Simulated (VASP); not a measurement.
# Si16B (a cell with a defect) in VASP: single point with PBE

Aim: the single point of Si16B (a cell with a defect) with PBE.

Everything below comes from runs of VASP 6.6.1. Logs are shortened: lines on timing, memory, paths and dates and some standing lists are left out, and cuts for length are marked.

## 1. The cell of the first run

The cell holds a defect, 17 atoms: a = 7.679 Å, b = 7.679 Å, c = 7.679 Å, α = 60.00°, β = 60.00°, γ = 60.00°.

## 2. Single point, PBE, collinear spin

INCAR

```
PREC = Accurate
ENCUT = 520
EDIFF = 1E-6
ISMEAR = -1
SIGMA = 0.02
LREAL = Auto
LASPH = True
NELM = 150
ALGO = Normal
ISIF = 2
LWAVE = False
LCHARG = False
ISPIN = 2
MAGMOM = 0 0 0 0 0 0 0 0 0 0 0 0 0 0 0 0 1
LORBIT = 11
GGA = PE
NBANDS = 52
```

KPOINTS

```
regular mesh
0
Gamma
  2 2 2
```

POSCAR

```
Si16B
1.0
    0.0000000000      5.4300000000      5.4300000000
    5.4300000000      0.0000000000      5.4300000000
    5.4300000000      5.4300000000      0.0000000000
Si B
16 1
Direct
   -0.0017683101     -0.0018742861      0.0052196464
    0.1258018005      0.1253709047      0.1227574586
    0.0003935372      0.0007463434      0.4940969750
    0.1229882012      0.1231302427      0.6313689915
   -0.0006970612      0.4985478709      0.0024257082
    0.1257158328      0.6257790715      0.1217785006
    0.0011290377      0.5057906426      0.4926673151
    0.1202587287      0.6249579522      0.6312561311
    0.4990176037     -0.0008665395      0.0020414724
    0.6258862528      0.1252697742      0.1221330840
    0.5055641963      0.0011693298      0.4931656432
    0.6249102396      0.1204255059      0.6307559683
    0.4986180298      0.4982335771      0.0033942915
    0.6271852112      0.6270116192      0.1181684621
    0.5025464474      0.5025865609      0.4922771217
    0.6234686825      0.6238996010      0.6324607068
    0.8075824700      0.8047125293      0.5739794234
```

Potentials or basis: VASP PAW PBE potentials, release 64 (Si, B).

The run is started by

```
$ cat potpaw_PBE.64/Si/POTCAR potpaw_PBE.64/B/POTCAR > POTCAR
$ mpirun -np 1 vasp_std > vasp.out
```

OUTCAR:

```text
PREC = Accurate
   ENCUT = 520
   EDIFF = 1E-6
   ISMEAR = -1
   LREAL = Auto
   LASPH = True
   NELM = 150
   ISIF = 2
   ISPIN = 2
   LORBIT = 11
   GGA = PE

 ion  position               nearest neighbor table
   1  0.998  0.998  0.005-   2 2.34  10 2.34   6 2.34   4 2.34
   2  0.126  0.125  0.123-   3 2.33   1 2.34   5 2.34   9 2.34
   3  0.000  0.001  0.494-  17 2.29   2 2.33  12 2.36   8 2.36   4 2.40
   4  0.123  0.123  0.631-   1 2.34   3 2.40  11 2.40   7 2.40
   5  0.999  0.499  0.002-   8 2.33  14 2.33   6 2.34   2 2.34
   6  0.126  0.626  0.122-   7 2.33   1 2.34  13 2.34   5 2.34
   7  0.001  0.506  0.493-  17 2.23   6 2.33   8 2.36  16 2.37   4 2.40
   8  0.120  0.625  0.631-  17 2.24   5 2.33   3 2.36   7 2.36  15 2.40
   9  0.499  0.999  0.002-  12 2.33  14 2.33  10 2.34   2 2.34
  10  0.626  0.125  0.122-  11 2.33   1 2.34  13 2.34   9 2.34
  11  0.506  0.001  0.493-  17 2.25  10 2.33  12 2.36  16 2.37   4 2.40
  12  0.625  0.120  0.631-  17 2.25   9 2.33   3 2.36  11 2.36  15 2.40
  13  0.499  0.498  0.003-  16 2.33  14 2.33   6 2.34  10 2.34
  14  0.627  0.627  0.118-   9 2.33   5 2.33  13 2.33  15 2.35
  15  0.503  0.503  0.492-  14 2.35  12 2.40   8 2.40  16 2.40
  16  0.623  0.624  0.632-  17 2.20  13 2.33  11 2.37   7 2.37  15 2.40
  17  0.808  0.805  0.574-  16 2.20   7 2.23   8 2.24  11 2.25  12 2.25   3 2.29

  LATTYP: Found a face centered cubic cell.
 ALAT       =    10.8600000000

  Lattice vectors:

 A1 = (   0.0000000000,   5.4300000000,   5.4300000000)
 A2 = (   5.4300000000,   0.0000000000,   5.4300000000)
 A3 = (   5.4300000000,   5.4300000000,   0.0000000000)

Analysis of symmetry for initial positions (statically):
=====================================================================
 Subroutine PRICEL returns:
 Original cell was already a primitive cell.

 Routine SETGRP: Setting up the symmetry group for a
 face centered cubic supercell.

 Subroutine GETGRP returns: Found  1 space group operations
 (whereof  1 operations were pure point group operations)
 out of a pool of 48 trial point group operations.

The static configuration has the point symmetry C_1 .

Analysis of symmetry for dynamics (positions and initial velocities):
=====================================================================
 Subroutine PRICEL returns:
 Original cell was already a primitive cell.

 Routine SETGRP: Setting up the symmetry group for a
 face centered cubic supercell.

 Subroutine GETGRP returns: Found  1 space group operations
 (whereof  1 operations were pure point group operations)
 out of a pool of 48 trial point group operations.

The dynamic configuration has the point symmetry C_1 .

Analysis of structural, dynamic, and magnetic symmetry:
=====================================================================
 Subroutine PRICEL returns:
 Original cell was already a primitive cell.

 Routine SETGRP: Setting up the symmetry group for a
 face centered cubic supercell.

 Subroutine GETGRP returns: Found  1 space group operations
 (whereof  1 operations were pure point group operations)
 out of a pool of 48 trial point group operations.

The overall configuration has the point symmetry C_1 .

 Subroutine INISYM returns: Found  1 space group operations
 (whereof  1 operations are pure point group operations),
 and found     1 'primitive' translations

----------------------------------------------------------------------------------------

                                     Primitive cell

  volume of cell :     320.2060

  direct lattice vectors                    reciprocal lattice vectors
     0.000000000  5.430000000  5.430000000    -0.092081031  0.092081031  0.092081031
     5.430000000  0.000000000  5.430000000     0.092081031 -0.092081031  0.092081031
     5.430000000  5.430000000  0.000000000     0.092081031  0.092081031 -0.092081031

  length of vectors
     7.679179644  7.679179644  7.679179644     0.159489025  0.159489025  0.159489025

  position of ions in fractional coordinates (direct lattice)
     0.998231690  0.998125714  0.005219646
     0.125801800  0.125370905  0.122757459
     0.000393537  0.000746343  0.494096975
     0.122988201  0.123130243  0.631368991
     0.999302939  0.498547871  0.002425708
     0.125715833  0.625779071  0.121778501
[... 9 lines left out ...]
     0.623468682  0.623899601  0.632460707
     0.807582470  0.804712529  0.573979423

  ion indices of the primitive-cell ions
   primitive index   ion index
                 1           1
                 2           2
                 3           3
                 4           4
                 5           5
                 6           6
[... 9 lines left out ...]
                16          16
                17          17

----------------------------------------------------------------------------------------

 KPOINTS: regular mesh

Automatic generation of k-mesh.
 Grid dimensions read from file:
 generate k-points for:    2    2    2

 Generating k-lattice:

  Cartesian coordinates                     Fractional coordinates (reciprocal lattice)
    -0.046040516  0.046040516  0.046040516     0.500000000  0.000000000  0.000000000
     0.046040516 -0.046040516  0.046040516     0.000000000  0.500000000  0.000000000
     0.046040516  0.046040516 -0.046040516     0.000000000  0.000000000  0.500000000

  Length of vectors
     0.079744512  0.079744512  0.079744512

  Shift w.r.t. Gamma in fractional coordinates (k-lattice)
     0.000000000  0.000000000  0.000000000

 Subroutine IBZKPT returns following result:
 ===========================================

 Found      8 irreducible k-points:

 Following reciprocal coordinates:
            Coordinates               Weight
  0.000000  0.000000  0.000000      1.000000
  0.500000  0.000000  0.000000      1.000000
  0.000000  0.500000  0.000000      1.000000
  0.000000  0.000000  0.500000      1.000000
  0.500000  0.500000  0.500000      1.000000
  0.500000  0.500000  0.000000      1.000000
  0.000000  0.500000  0.500000      1.000000
  0.500000  0.000000  0.500000      1.000000
   k-points           NKPTS =      8   k-points in BZ     NKDIM =      8   number of bands    NBANDS=     52
   number of dos      NEDOS =    301   number of ions     NIONS =     17
   total plane-waves  NPLWV = 216000
   dimension x,y,z NGX =    60 NGY =   60 NGZ =   60
   dimension x,y,z NGXF=   120 NGYF=  120 NGZF=  120
   ions per type =              16   1
   NGX,Y,Z   is equivalent  to a cutoff of  12.99, 12.99, 12.99 a.u.
   NGXF,Y,Z  is equivalent  to a cutoff of  25.98, 25.98, 25.98 a.u.
 SYSTEM =  unknown system
   PREC   = accura    normal or accurate (medium, high low for compatibility)
   ISTART =      0    job   : 0-new  1-cont  2-samecut
   ICHARG =      2    charge: 1-file 2-atom 10-const
   ISPIN  =      2    spin polarized calculation?
   LNONCOLLINEAR =      F non collinear calculations
   LSORBIT =      F    spin-orbit coupling
   LASPH  =      T    aspherical Exc in radial PAW
   ENCUT  =  520.0 eV  38.22 Ry    6.18 a.u.  14.28 14.28 14.28*2*pi/ulx,y,z
   NELM   =    150;   NELMIN=  2; NELMDL= -5     # of ELM steps
   EDIFF  = 0.1E-05   stopping-criterion for ELM
   LREAL  =      T    real-space projection
   EDIFFG = 0.1E-04   stopping-criterion for IOM
   NSW    =      0    number of steps for IOM
   IBRION =     -1    ionic relax: 0-MD 1-quasi-New 2-CG
   NFREE  =      0    steps in history (QN), initial steepest desc. (CG)
   ISIF   =      2    stress and relaxation
   ISYM   =      2    0-nonsym 1-usesym 2-fastsym
   POTIM  = 0.5000    time-step for ionic-motion
   TEBEG  =    0.0;   TEEND  =   0.0 temperature during run
   PSTRESS=    0.0 pullay stress
   NELECT =      67.0000    total number of electrons
   NUPDOWN=      -1.0000    fix difference up-down
   EMIN   =  10.00;   EMAX   =-10.00  energy-range for DOS
   EFERMI =   0.00;   METHOD = LEGACY
   ISMEAR =    -1;   SIGMA  =   0.02  broadening in eV -4-tet -1-fermi 0-gaus
   EFERMI_NEDOS =   21; number of points for ismear=-14 and -15
   IALGO  =     38    algorithm
   IMIX   =      4    mixing-type and parameters
     AMIX     =   0.40;   BMIX     =  1.00
     AMIX_MAG =   1.60;   BMIX_MAG =  1.00
  volume/ion in A,a.u.               =      18.84       127.11
  Fermi-wavevector in a.u.,A,eV,Ry     =   0.971904  1.836632 12.852022  0.944597
  Thomas-Fermi vector in A             =   2.102159
   LORBIT       =     11    0 simple, 1 ext, 2 COOP (PROOUT), +10 PAW based schemes
   GGA     = PE    functional components
   LHFCALC =     F    Hartree Fock is set to
   AEXX    =    0.0000 exact exchange contribution
   IVDW    =     0    specifies the selected vdW correction
   LEPSILON=     F    determine dielectric tensor
   LRPA    =     F    only Hartree local field effects (RPA)
 spin polarized calculation
  energy-cutoff  :      520.00
  volume of cell :      320.21
 maximum number of plane-waves:      8646
 NGX is ok and might be reduce to    60
   NGX = 29   NGY = 29   NGZ = 29

 number of electron      67.0000000 magnetization       0.7120235

 Free energy of the ion-electron system (eV)
  ---------------------------------------------------
  ext. energy  EPLUGINS =         0.00000000
  ---------------------------------------------------
  free energy    TOTEN  =       -88.72222277 eV

  energy without entropy =      -88.71876903  energy(sigma->0) =      -88.72049590

 E-fermi :   6.3227     XC(G=0):  -9.5681

 val. band max:        6.2606928817   @ k =   0.5000   0.5000   0.5000
 cond. band min:       6.3866750412   @ k =   0.5000   0.5000   0.0000
 fundamental gap:      0.1259821596
 Fermi energy:         6.3226717156

 spin component 1

 k-point     1 :       0.0000    0.0000    0.0000
  band No.  band energies     occupation
      1      -6.4254      1.00000
      2      -4.2752      1.00000
      3      -4.0066      1.00000
      4      -4.0039      1.00000
      5      -3.5789      1.00000
      6      -2.5714      1.00000
[... 37 lines left out ...]
     44       7.5532      0.00000
     45       8.4607      0.00000
[... 294 lines left out ...]
      4      -4.2358      1.00000
      5      -4.0645      1.00000
      6      -3.8496      1.00000
[... 37 lines left out ...]
     44       9.8779      0.00000
     45      10.2508      0.00000
 Fermi energy:         6.3226717156

 spin component 2

 k-point     1 :       0.0000    0.0000    0.0000
  band No.  band energies     occupation
      1      -6.3663      1.00000
      2      -4.2311      1.00000
      3      -3.9667      1.00000
      4      -3.9636      1.00000
      5      -3.5391      1.00000
      6      -2.4808      1.00000
[... 37 lines left out ...]
     44       7.6478      0.00000
     45       8.5172      0.00000
[... 294 lines left out ...]
      4      -4.1957      1.00000
      5      -4.0293      1.00000
      6      -3.8038      1.00000
[... 37 lines left out ...]
     44      10.0078      0.00000
     45      10.2894      0.00000
 [bands above 45 left out]

------------------------ aborting loop because EDIFF is reached ----------------------------------------

  FORCE on cell =-STRESS in cart. coord.  units (eV):
  Direction    XX          YY          ZZ          XY          YZ          ZX
  --------------------------------------------------------------------------------------
  -------------------------------------------------------------------------------------
  Total        5.1162797      5.0989457      5.1467817      1.8156958     -1.7814787     -1.7811949
  in kB       25.5997293     25.5129972     25.7523486      9.0849844     -8.9137762     -8.9123565
  external PRESSURE =      25.6216917 kB  Pullay stress =       0.0000000 kB

 VOLUME and BASIS-vectors are now :
 -----------------------------------------------------------------------------
  energy-cutoff  :      520.00
  volume of cell :      320.21
      direct lattice vectors                 reciprocal lattice vectors
     0.000000000  5.430000000  5.430000000    -0.092081031  0.092081031  0.092081031
     5.430000000  0.000000000  5.430000000     0.092081031 -0.092081031  0.092081031
     5.430000000  5.430000000  0.000000000     0.092081031  0.092081031 -0.092081031

 POSITION                                       TOTAL-FORCE (eV/Angst)
 -----------------------------------------------------------------------------------
      5.44817      5.44874     10.84022        -0.014294     -0.016234      0.020051
      1.34734      1.34968      1.36387         0.001387      0.002728     -0.006281
      2.68700      2.68508      0.00619        -0.007925     -0.005425     -0.035669
      4.09693      4.09616      1.33642        -0.004083     -0.006351      0.012356
      2.72029      5.43939      8.13333        -0.001769      0.001833     -0.004143
      4.05924      1.34389      4.08062         0.004054     -0.004182      0.000356
[... 9 lines left out ...]
      6.82204      6.81970      6.77321         0.010983      0.013482      0.009427
      7.48630      7.50188      8.75476         0.006818     -0.014091      0.060705
 -----------------------------------------------------------------------------------
    total drift:                               -0.000382      0.000906     -0.000003

  FREE ENERGIE OF THE ION-ELECTRON SYSTEM (eV)
  ---------------------------------------------------
  free  energy   TOTEN  =       -88.7222227651 eV

  energy  without entropy=      -88.7187690286  energy(sigma->0) =      -88.72049590

 total charge

# of ion       s       p       d       tot
------------------------------------------
    1        0.742   0.962   0.000   1.705
    2        0.742   0.963   0.000   1.705
    3        0.744   0.927   0.000   1.671
    4        0.762   0.909   0.000   1.671
    5        0.743   0.961   0.000   1.704
    6        0.742   0.964   0.000   1.706
[... 9 lines left out ...]
   16        0.742   0.929   0.000   1.671
   17        0.726   0.951   0.000   1.678
--------------------------------------------------
tot         12.648  16.034   0.000  28.682

 magnetization (x)

# of ion       s       p       d       tot
------------------------------------------
    1       -0.000  -0.001   0.000  -0.001
    2        0.000   0.000   0.000   0.001
    3        0.011   0.006   0.000   0.017
    4        0.006   0.038   0.000   0.043
    5        0.000   0.002   0.000   0.002
    6        0.000   0.000   0.000   0.000
[... 9 lines left out ...]
   16        0.009   0.006   0.000   0.015
   17        0.066   0.021   0.000   0.087
--------------------------------------------------
tot          0.137   0.128   0.000   0.264
```

It took 17 min on 1 thread of Intel Xeon 8259CL, shared host; peak memory 0.71 GiB.

Results:

```yaml
Free_energy: -88.7222 eV
Pressure: 2.6 GPa
Largest_force: 0.063 eV/Å
Net_moment: 0.71 μB per cell
Site_moments: Si -0.00, +0.00, +0.02, +0.04, +0.01, +0.03 (each value once); B +0.09 μB
Valence_electrons_inside_the_program's_atomic_spheres: Si 1.71, 1.67, 1.70 (each value once); B 1.68
```

Forces in eV/Å, atoms in the order of the input:
```
Si  -0.014 -0.016  0.020
Si   0.001  0.003 -0.006
Si  -0.008 -0.005 -0.036
Si  -0.004 -0.006  0.012
Si  -0.002  0.002 -0.004
Si   0.004 -0.004  0.000
Si   0.022 -0.007  0.000
Si   0.015 -0.032 -0.024
Si   0.002 -0.001 -0.003
Si  -0.003  0.005 -0.002
Si  -0.010  0.030  0.001
Si  -0.038  0.018 -0.024
Si   0.002  0.004 -0.002
Si   0.014  0.014 -0.010
Si   0.000 -0.002  0.007
Si   0.011  0.013  0.009
B    0.007 -0.014  0.061
```

Levels at points of the mesh, in eV from the Fermi level:
Spin up:
| k point | band 31 | band 32 | band 33 | band 34 | band 35 | band 36 | band 37 | band 38 |
| --- | --- | --- | --- | --- | --- | --- | --- | --- |
| (0.00, 0.00, 0.00) | -1.23 | -0.40 | -0.40 | -0.37 | 0.35 | 0.36 | 0.38 | 0.39 |
| (0.50, 0.00, 0.00) | -1.17 | -1.10 | -0.64 | -0.07 | 0.23 | 1.06 | 1.18 | 1.20 |
| (0.00, 0.50, 0.00) | -1.17 | -1.09 | -0.64 | -0.07 | 0.23 | 1.06 | 1.18 | 1.20 |
| (0.00, 0.00, 0.50) | -1.20 | -1.12 | -1.12 | 0.25 | 1.11 | 1.12 | 1.17 | 1.17 |
| (0.50, 0.50, 0.50) | -1.17 | -1.09 | -0.64 | -0.06 | 0.22 | 1.07 | 1.18 | 1.20 |
| (0.50, 0.50, 0.00) | -1.67 | -1.67 | -0.35 | -0.09 | 0.57 | 1.39 | 1.58 | 1.92 |
| (0.00, 0.50, 0.50) | -1.67 | -1.67 | -0.34 | -0.09 | 0.57 | 1.39 | 1.58 | 1.92 |
| (0.50, 0.00, 0.50) | -1.67 | -1.67 | -0.35 | -0.09 | 0.57 | 1.39 | 1.58 | 1.92 |
Spin down:
```csv
k point,band 31,band 32,band 33,band 34,band 35,band 36
"(0.00, 0.00, 0.00)",-1.14,-0.36,-0.36,-0.34,0.40,0.40
"(0.50, 0.00, 0.00)",-1.14,-1.05,-0.53,0.08,0.32,1.09
"(0.00, 0.50, 0.00)",-1.13,-1.05,-0.53,0.08,0.32,1.09
"(0.00, 0.00, 0.50)",-1.14,-1.11,-1.11,0.39,1.18,1.19
"(0.50, 0.50, 0.50)",-1.13,-1.05,-0.53,0.09,0.31,1.10
"(0.50, 0.50, 0.00)",-1.64,-1.63,-0.25,0.06,0.70,1.44
"(0.00, 0.50, 0.50)",-1.64,-1.63,-0.25,0.07,0.69,1.44
"(0.50, 0.00, 0.50)",-1.64,-1.63,-0.25,0.07,0.70,1.44
```

Caveat: the k points lie up to 0.50 Å⁻¹ apart; a moment this small can come from the mesh or the smearing.
